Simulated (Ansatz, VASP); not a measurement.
Two plane-wave programs on Sr

```
Sr
1.0
     0.00000    3.01129    3.01129
     3.01129    0.00000    3.01129
     3.01129    3.01129    0.00000
Sr
1
Direct
  0.00000 0.00000 0.00000
```

Alike in both runs: functional PBE; k mesh 14 × 14 × 14; occupations gaussian, width 0.1 eV; no spin polarisation.

Ansatz relaxed the structure, and its values are those at the end. VASP's run is a single point on that final structure, the one shown.

|  | VASP | Ansatz |
| --- | --- | --- |
| version | VASP 6.6.1 | Ansatz 0.2.0 |
| potentials or method | VASP PAW PBE potentials, release 64 (Sr_sv), cutoff 520 eV | scalar-relativistic, plane waves, PAW |
| valence electrons in the cell | 10 | 10 |

|  | VASP | Ansatz | Ansatz less VASP |
| --- | --- | --- | --- |
| gap on the k mesh at the Fermi level (eV) | none | none | - |
| pressure (GPa) | 0.0 | 0.0 | -0.01 |

A gap of «none» marks a metal or a gap that the smearing closes.
